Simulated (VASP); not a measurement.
Write the native input for VASP 6.6.1 that does the following.

| Item | Value |
| --- | --- |
| Task | single point |
| Functional | r2SCAN |
| Potentials or basis | VASP PAW PBE potentials, release 64 (Fe) |
| Cutoff | 520 eV |
| k mesh | 15 × 15 × 15 |
| Occupations | fermi-dirac, width 0.05 eV |
| Spin | collinear spin, ferromagnetic start |
| Starting moments | [2.926] μB |
| Dipole correction | no |
| Further INCAR settings | ALGO = Normal; EDIFF = 1e-06; NBANDS = 14 |

The system is Fe.

```
CELL_PARAMETERS angstrom
2.50518 0.00000 0.00000
0.00000 2.50518 0.00000
0.00000 0.00000 2.50518
ATOMIC_POSITIONS crystal
Fe 0.00000 0.00000 0.00000
```

This cell differs from its parent crystal: volume scaled by 1.12.

One way to write it, as run:

POSCAR

```
Fe
1.0
    2.5051771766      0.0000000000      0.0000000000
    0.0000000000      2.5051771766      0.0000000000
    0.0000000000      0.0000000000      2.5051771766
Fe
1
Direct
    0.0000000000      0.0000000000      0.0000000000
```

INCAR.step1

```
SYSTEM = Fe
ALGO = Normal
EDIFF = 1E-4
ENCUT = 520
GGA = PE
ISMEAR = -1
ISPIN = 2
LASPH = .TRUE.
LCHARG = .FALSE.
LMAXMIX = 4
LREAL = .FALSE.
LWAVE = .TRUE.
MAGMOM = 2.926
NBANDS = 14
NELM = 150
PREC = Accurate
SIGMA = 0.05
```

INCAR.step2

```
SYSTEM = Fe
ALGO = Normal
EDIFF = 1E-6
ENCUT = 520
ISIF = 2
ISMEAR = -1
ISPIN = 2
ISTART = 1
LASPH = .TRUE.
LCHARG = .FALSE.
LMAXMIX = 4
LMIXTAU = .TRUE.
LORBIT = 11
LREAL = .FALSE.
LWAVE = .FALSE.
MAGMOM = 2.926
METAGGA = R2SCAN
NBANDS = 14
NELM = 150
PREC = Accurate
SIGMA = 0.05
```

KPOINTS

```
k-points
0
G
  15 15 15
  0 0 0
```

Potentials or basis: VASP PAW PBE potentials, release 64 (Fe).

Launch:

```bash
$ cat potpaw_PBE.64/Fe/POTCAR > POTCAR
$ cp INCAR.step1 INCAR
$ mpirun -np 1 vasp_std > vasp.out
$ cp INCAR.step2 INCAR
$ mpirun -np 1 vasp_std > vasp.out
```

Results of the run:

- Pressure: -10.3 GPa
- Net moment: 2.99 μB per cell
- Site moments: Fe +3.02 μB
- Valence electrons inside the program's atomic spheres: Fe 6.93

Caveat: the PAW data sets were made with another functional, which shifts forces and pressure a little.

Wall time 92 s on 1 thread of Intel(R) Xeon(R) Platinum 8488C (Sapphire Rapids) (shared host), peak memory 0.16 GiB.
